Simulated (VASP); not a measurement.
# ZnS (F-43m) in VASP: single point with PBE0

Aim: the single point of ZnS with PBE0.

Program: VASP 6.6.1. These are calculated values, not measurements. Logs are shortened: lines on timing, memory, paths and dates and some standing lists are left out, and cuts for length are marked.

**1. The cell of the first run**

It takes space group F-43m (No. 216, cubic). The conventional cell has a = 5.388 Å, b = 5.388 Å, c = 5.388 Å, α = 90.00°, β = 90.00°, γ = 90.00°. Zn (site symmetry -43m) has 4 S at 2.33 Å within 3.1 Å. S (site symmetry -43m) has 4 Zn at 2.33 Å within 3.1 Å.

**2. Single point, PBE0**

The input, POSCAR:

```
ZnS
1.0
    0.0000000000      2.6940955616      2.6940955616
    2.6940955616      0.0000000000      2.6940955616
    2.6940955616      2.6940955616      0.0000000000
Zn S
1 1
Direct
    0.2500000000      0.2500000000      0.2500000000
    0.0000000000      0.0000000000      0.0000000000
```

The input, INCAR.step1:

```
PREC     = Accurate       # precision mode
ENCUT    = 520            # plane-wave cutoff, eV
EDIFF    = 1E-5           # SCF threshold, eV
ISMEAR   = 0              # smearing method
SIGMA    = 0.01           # smearing width, eV
LREAL    = False          # projectors in reciprocal space
LASPH    = True           # aspherical terms in the spheres
NELM     = 80             # most SCF steps
ALGO     = Normal         # electronic algorithm
ISIF     = 2              # what is computed and relaxed
LWAVE    = True           # write WAVECAR
LCHARG   = False          # write CHGCAR
GGA      = PE             # functional
NBANDS   = 16             # bands
```

The input, INCAR.step2:

```
PREC     = Accurate       # precision mode
ENCUT    = 520            # plane-wave cutoff, eV
EDIFF    = 1E-6           # SCF threshold, eV
ISMEAR   = 0              # smearing method
SIGMA    = 0.01           # smearing width, eV
LREAL    = False          # projectors in reciprocal space
LASPH    = True           # aspherical terms in the spheres
NELM     = 80             # most SCF steps
ALGO     = Normal         # electronic algorithm
ISIF     = 2              # what is computed and relaxed
LWAVE    = False          # write WAVECAR
LCHARG   = False          # write CHGCAR
GGA      = PE             # functional
LHFCALC  = True           # exact exchange
AEXX     = 0.25           # exact-exchange fraction
PRECFOCK = Normal       
ISTART   = 1            
NBANDS   = 16             # bands
```

The input, KPOINTS:

```
regular mesh
0
Gamma
  6 6 6
```

Potentials or basis: VASP PAW PBE potentials, release 64 (Zn, S).

Run with:

```console
cat potpaw_PBE.64/Zn/POTCAR potpaw_PBE.64/S/POTCAR > POTCAR
cp INCAR.step1 INCAR
mpirun -np 1 vasp_std > vasp.out
cp INCAR.step2 INCAR
mpirun -np 1 vasp_std > vasp.out
```

OUTCAR:

```text
PREC = Accurate
   ENCUT = 520
   EDIFF = 1E-6
   ISMEAR = 0
   LREAL = False
   LASPH = True
   NELM = 80
   ISIF = 2
   GGA = PE
   LHFCALC = True
   AEXX = 0.25
   PRECFOCK = Normal
   ISTART = 1

 ion  position               nearest neighbor table
   1  0.250  0.250  0.250-   2 2.33   2 2.33   2 2.33   2 2.33
   2  0.000  0.000  0.000-   1 2.33   1 2.33   1 2.33   1 2.33

  LATTYP: Found a face centered cubic cell.
 ALAT       =     5.3881911232

  Lattice vectors:

 A1 = (   0.0000000000,   2.6940955616,   2.6940955616)
 A2 = (   2.6940955616,   0.0000000000,   2.6940955616)
 A3 = (   2.6940955616,   2.6940955616,   0.0000000000)

Analysis of symmetry for initial positions (statically):
=====================================================================
 Subroutine PRICEL returns:
 Original cell was already a primitive cell.

 Routine SETGRP: Setting up the symmetry group for a
 face centered cubic supercell.

 Subroutine GETGRP returns: Found 24 space group operations
 (whereof 24 operations were pure point group operations)
 out of a pool of 48 trial point group operations.

The static configuration has the point symmetry T_d .

Analysis of symmetry for dynamics (positions and initial velocities):
=====================================================================
 Subroutine PRICEL returns:
 Original cell was already a primitive cell.

 Routine SETGRP: Setting up the symmetry group for a
 face centered cubic supercell.

 Subroutine GETGRP returns: Found 24 space group operations
 (whereof 24 operations were pure point group operations)
 out of a pool of 48 trial point group operations.

The dynamic configuration has the point symmetry T_d .

 Subroutine INISYM returns: Found 24 space group operations
 (whereof 24 operations are pure point group operations),
 and found     1 'primitive' translations

----------------------------------------------------------------------------------------

                                     Primitive cell

  volume of cell :      39.1083

  direct lattice vectors                    reciprocal lattice vectors
     0.000000000  2.694095562  2.694095562    -0.185591041  0.185591041  0.185591041
     2.694095562  0.000000000  2.694095562     0.185591041 -0.185591041  0.185591041
     2.694095562  2.694095562  0.000000000     0.185591041  0.185591041 -0.185591041

  length of vectors
     3.810026482  3.810026482  3.810026482     0.321453113  0.321453113  0.321453113

  position of ions in fractional coordinates (direct lattice)
     0.250000000  0.250000000  0.250000000
     0.000000000  0.000000000  0.000000000

  ion indices of the primitive-cell ions
   primitive index   ion index
                 1           1
                 2           2

----------------------------------------------------------------------------------------

 KPOINTS: regular mesh

Automatic generation of k-mesh.
 Grid dimensions read from file:
 generate k-points for:    6    6    6

 Generating k-lattice:

  Cartesian coordinates                     Fractional coordinates (reciprocal lattice)
    -0.030931840  0.030931840  0.030931840     0.166666667  0.000000000  0.000000000
     0.030931840 -0.030931840  0.030931840     0.000000000  0.166666667  0.000000000
     0.030931840  0.030931840 -0.030931840     0.000000000  0.000000000  0.166666667

  Length of vectors
     0.053575519  0.053575519  0.053575519

  Shift w.r.t. Gamma in fractional coordinates (k-lattice)
     0.000000000  0.000000000  0.000000000

 Subroutine IBZKPT returns following result:
 ===========================================

 Found     16 irreducible k-points:

 Following reciprocal coordinates:
            Coordinates               Weight
  0.000000  0.000000  0.000000      1.000000
  0.166667  0.000000  0.000000      8.000000
  0.333333  0.000000  0.000000      8.000000
  0.500000  0.000000  0.000000      4.000000
  0.166667  0.166667  0.000000      6.000000
  0.333333  0.166667  0.000000     24.000000
[... 8 lines left out ...]
 -0.333333  0.333333  0.166667     24.000000
 -0.333333  0.500000  0.166667     12.000000
   k-points           NKPTS =     16   k-points in BZ     NKDIM =    216   number of bands    NBANDS=     16
   number of dos      NEDOS =    301   number of ions     NIONS =      2
   total plane-waves  NPLWV =  21952
   dimension x,y,z NGX =    28 NGY =   28 NGZ =   28
   dimension x,y,z NGXF=    56 NGYF=   56 NGZF=   56
   ions per type =               1   1
   NGX,Y,Z   is equivalent  to a cutoff of  12.22, 12.22, 12.22 a.u.
   NGXF,Y,Z  is equivalent  to a cutoff of  24.43, 24.43, 24.43 a.u.
 SYSTEM =  unknown system
   PREC   = accura    normal or accurate (medium, high low for compatibility)
   ISTART =      1    job   : 0-new  1-cont  2-samecut
   ICHARG =      0    charge: 1-file 2-atom 10-const
   ISPIN  =      1    spin polarized calculation?
   LNONCOLLINEAR =      F non collinear calculations
   LSORBIT =      F    spin-orbit coupling
   LASPH  =      T    aspherical Exc in radial PAW
   ENCUT  =  520.0 eV  38.22 Ry    6.18 a.u.   7.08  7.08  7.08*2*pi/ulx,y,z
   NELM   =     80;   NELMIN=  2; NELMDL=  0     # of ELM steps
   EDIFF  = 0.1E-05   stopping-criterion for ELM
   LREAL  =      F    real-space projection
   EDIFFG = 0.1E-04   stopping-criterion for IOM
   NSW    =      0    number of steps for IOM
   IBRION =     -1    ionic relax: 0-MD 1-quasi-New 2-CG
   NFREE  =      0    steps in history (QN), initial steepest desc. (CG)
   ISIF   =      2    stress and relaxation
   ISYM   =      3    0-nonsym 1-usesym 2-fastsym
   POTIM  = 0.5000    time-step for ionic-motion
   TEBEG  =    0.0;   TEEND  =   0.0 temperature during run
   PSTRESS=    0.0 pullay stress
   NELECT =      18.0000    total number of electrons
   NUPDOWN=      -1.0000    fix difference up-down
   EMIN   =  10.00;   EMAX   =-10.00  energy-range for DOS
   EFERMI =   0.00;   METHOD = LEGACY
   ISMEAR =     0;   SIGMA  =   0.01  broadening in eV -4-tet -1-fermi 0-gaus
   EFERMI_NEDOS =   21; number of points for ismear=-14 and -15
   IALGO  =     38    algorithm
   IMIX   =      1    mixing-type and parameters
     AMIX     =   0.40;   BMIX     =  1.00
     AMIX_MAG =   1.60;   BMIX_MAG =  1.00
  volume/ion in A,a.u.               =      19.55       131.96
  Fermi-wavevector in a.u.,A,eV,Ry     =   1.263987  2.388589 21.737533  1.597664
  Thomas-Fermi vector in A             =   2.397316
   LORBIT       =      0    0 simple, 1 ext, 2 COOP (PROOUT), +10 PAW based schemes
   GGA     = PE    functional components
   LHFCALC =     T    Hartree Fock is set to
   PRECFOCK=normal    Normal, Fast or Accurate (Low or Medium for compatibility)
   ENCUT4O =  -1.0   cutoff for four orbital integrals eV
   NKREDX  =     1    reduce k-point grid by
   NKREDY  =     1    reduce k-point grid by
   NKREDZ  =     1    reduce k-point grid by
   AEXX    =    0.2500 exact exchange contribution
   HFSCREEN=    0.0000 screening length (either q_TF or 0.3 A-1)
   HFSCREENC=   0.0000 screening length for correlation (either q_TF or 0.3 A-1)
   ENCUTFOCK=  -1.0 apply spherical cutoff to Coloumb kernel
   IVDW    =     0    specifies the selected vdW correction
   LEPSILON=     F    determine dielectric tensor
   LRPA    =     F    only Hartree local field effects (RPA)
 non-spin polarized calculation
 Gauss-broadening in eV      SIGMA  =   0.01
  energy-cutoff  :      520.00
  volume of cell :       39.11
 maximum number of plane-waves:      1067
  NGX = 24; NGY = 24; NGZ = 24

 number of electron      18.0000006 magnetization

 Free energy of the ion-electron system (eV)
  ---------------------------------------------------
  ext. energy  EPLUGINS =         0.00000000
  ---------------------------------------------------
  free energy    TOTEN  =        -8.93615341 eV

  energy without entropy =       -8.93615341  energy(sigma->0) =       -8.93615341

 E-fermi :   1.1511     XC(G=0):  -7.6252

 val. band max:        1.0882182322   @ k =   0.0000   0.0000   0.0000
 cond. band min:       5.1427558872   @ k =   0.0000   0.0000   0.0000
 fundamental gap:      4.0545376550
 Fermi energy:         1.1510995167

 k-point     1 :       0.0000    0.0000    0.0000
  band No.  band energies     occupation
      1     -13.3628      2.00000
      2      -6.8396      2.00000
      3      -6.8396      2.00000
      4      -6.8396      2.00000
      5      -6.3841      2.00000
      6      -6.3841      2.00000
[... 8 lines left out ...]
     15      15.0643      0.00000
     16      15.2445      0.00000

 k-point     2 :       0.1667    0.0000    0.0000
  band No.  band energies     occupation
      1     -13.1406      2.00000
      2      -6.8059      2.00000
      3      -6.8059      2.00000
      4      -6.8022      2.00000
      5      -6.3861      2.00000
      6      -6.3861      2.00000
[... 8 lines left out ...]
     15      14.1784      0.00000
     16      15.9350      0.00000

 k-point     3 :       0.3333    0.0000    0.0000
  band No.  band energies     occupation
      1     -12.6401      2.00000
      2      -6.7497      2.00000
      3      -6.7497      2.00000
      4      -6.5663      2.00000
      5      -6.3747      2.00000
      6      -6.3747      2.00000
[... 8 lines left out ...]
     15      14.8786      0.00000
     16      15.0386      0.00000

 k-point     4 :       0.5000    0.0000    0.0000
  band No.  band energies     occupation
      1     -12.3537      2.00000
      2      -6.7297      2.00000
      3      -6.7297      2.00000
      4      -6.3587      2.00000
      5      -6.3587      2.00000
      6      -6.1449      2.00000
[... 8 lines left out ...]
     15      16.8915      0.00000
     16      16.8915      0.00000
[... 172 lines left out ...]
 k-point    14 :       0.5000    0.3333    0.1667
  band No.  band energies     occupation
      1     -12.2963      2.00000
      2      -6.6973      2.00000
      3      -6.6664      2.00000
      4      -6.5225      2.00000
      5      -6.3594      2.00000
      6      -6.2559      2.00000
[... 8 lines left out ...]
     15      17.4893      0.00000
     16      18.1652      0.00000

 k-point    15 :      -0.3333    0.3333    0.1667
  band No.  band energies     occupation
      1     -12.1034      2.00000
      2      -6.6850      2.00000
      3      -6.6297      2.00000
      4      -6.4342      2.00000
      5      -6.3825      2.00000
      6      -6.0048      2.00000
[... 8 lines left out ...]
     15      17.1940      0.00000
     16      18.0143      0.00000

 k-point    16 :      -0.3333    0.5000    0.1667
  band No.  band energies     occupation
      1     -12.0150      2.00000
      2      -6.6853      2.00000
      3      -6.5799      2.00000
      4      -6.4762      2.00000
      5      -6.3595      2.00000
      6      -5.9730      2.00000
[... 8 lines left out ...]
     15      17.4972      0.00000
     16      18.3000      0.00000

------------------------ aborting loop because EDIFF is reached ----------------------------------------

  FORCE on cell =-STRESS in cart. coord.  units (eV):
  Direction    XX          YY          ZZ          XY          YZ          ZX
  --------------------------------------------------------------------------------------
  -------------------------------------------------------------------------------------
  Total        0.3270281      0.3270281      0.3270281      0.0000000      0.0000000     -0.0000000
  in kB       13.3975882     13.3975882     13.3975882      0.0000000      0.0000000     -0.0000000
  external PRESSURE =      13.3975882 kB  Pullay stress =       0.0000000 kB

 VOLUME and BASIS-vectors are now :
 -----------------------------------------------------------------------------
  energy-cutoff  :      520.00
  volume of cell :       39.11
      direct lattice vectors                 reciprocal lattice vectors
     0.000000000  2.694095562  2.694095562    -0.185591041  0.185591041  0.185591041
     2.694095562  0.000000000  2.694095562     0.185591041 -0.185591041  0.185591041
     2.694095562  2.694095562  0.000000000     0.185591041  0.185591041 -0.185591041

 POSITION                                       TOTAL-FORCE (eV/Angst)
 -----------------------------------------------------------------------------------
      1.34705      1.34705      1.34705        -0.000000     -0.000000     -0.000000
      0.00000      0.00000      0.00000         0.000000      0.000000      0.000000
 -----------------------------------------------------------------------------------
    total drift:                               -0.000136     -0.000079     -0.000069

  FREE ENERGIE OF THE ION-ELECTRON SYSTEM (eV)
  ---------------------------------------------------
  free  energy   TOTEN  =        -8.9361534074 eV

  energy  without entropy=       -8.9361534074  energy(sigma->0) =       -8.93615341
```

Run time: 87 min. Hardware: 1 thread of Intel Xeon 8259CL, shared host; peak memory 0.18 GiB.

What came out:

```yaml
Free_energy: -8.9362 eV
Pressure: 1.3 GPa
Band_gap_on_the_k_mesh: 4.05 eV
```

Levels at points of the mesh, in eV from the valence-band top:
```csv
k point,band 7,band 8,band 9,band 10,band 11,band 12
"(0.00, 0.00, 0.00)",0.00,0.00,0.00,4.05,8.41,8.41
"(0.50, 0.00, 0.00)",-5.73,-0.94,-0.94,5.27,8.92,8.92
"(0.50, 0.50, 0.00)",-5.09,-2.41,-2.41,5.06,5.98,13.37
```

Caveat: the PAW data sets were made with another functional, which shifts forces and pressure a little.
